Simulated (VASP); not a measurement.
A run of VASP 6.6.1:

The input INCAR:

```
SYSTEM = Cd
PREC = Accurate
ENCUT = 600
EDIFF = 1E-6
ISMEAR = 1
SIGMA = 0.1
LREAL = .FALSE.
LASPH = .TRUE.
NELM = 80
ALGO = Normal
ISIF = 3
LWAVE = .FALSE.
LCHARG = .FALSE.
GGA = PS
IBRION = 2
NSW = 80
EDIFFG = -0.02
```

The input KPOINTS:

```
Automatic mesh
0
G
  14 14 14
  0 0 0
```

Contents of POSCAR:

```
Cd
1.0
    2.8700000000      0.0000000000      0.0000000000
    0.0000000000      2.8700000000      0.0000000000
    0.0000000000      0.0000000000      2.8700000000
Cd
1
Direct
    0.0000000000      0.0000000000      0.0000000000
```

Potentials or basis: VASP PAW PBE potentials, release 64 (Cd).

The run is started by

```sh
$ cat potpaw_PBE.64/Cd/POTCAR > POTCAR
$ mpirun -np 1 vasp_std > vasp.out
```

Hardware: 1 thread of Intel(R) Xeon(R) Platinum 8488C (Sapphire Rapids), with other jobs on the host.

**Question.** Estimate the wall time of this run.

**Answer.** Wall time 32 s on 1 thread of Intel(R) Xeon(R) Platinum 8488C (Sapphire Rapids) (shared host), peak memory 0.16 GiB. Counts: scf iterations 18, k points 120, ion steps 2.
